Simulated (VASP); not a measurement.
A run of VASP 6.6.1 is set up as follows.

Contents of INCAR:

```
ALGO = Normal
EDIFF = 1E-6
EDIFFG = -0.01
ENCUT = 600
GGA = PE
IBRION = 2
ISIF = 3
ISMEAR = 0
LASPH = True
LCHARG = False
LREAL = False
LWAVE = False
NELM = 100
NSW = 100
PREC = Accurate
SIGMA = 0.1
```

File KPOINTS:

```
k-points
0
Gamma
  8 8 8
```

POSCAR

```
Hf3ZnIr
1.0
    4.8370749300      0.0000000000      0.0000000000
    0.0000000000      4.8370749300      0.0000000000
    0.0000000000      0.0000000000      4.8370749300
Hf Zn Ir
3 1 1
Direct
    0.0000000000      0.5000000000      0.5000000000
    0.5000000000      0.0000000000      0.5000000000
    0.5000000000      0.5000000000      0.0000000000
    0.5000000000      0.5000000000      0.5000000000
    0.0000000000      0.0000000000      0.0000000000
```

Potentials or basis: VASP PAW PBE potentials, release 64 (Hf_pv, Zn, Ir).

Launch:

```sh
$ cat potpaw_PBE.64/Hf_pv/POTCAR potpaw_PBE.64/Zn/POTCAR potpaw_PBE.64/Ir/POTCAR > POTCAR
$ mpirun -np 1 vasp_std > vasp.out
```

(1) Predict the space group after relaxing (to 0.05 Å).

(2) What does it give for the relaxed cell?

(3) Predict the relaxed volume.

Answers

(1) Pm-3m (No. 221).

(2) a = 4.783 Å, b = 4.783 Å, c = 4.783 Å, α = 90.00°, β = 90.00°, γ = 90.00°.

(3) 21.88 Å³/atom.
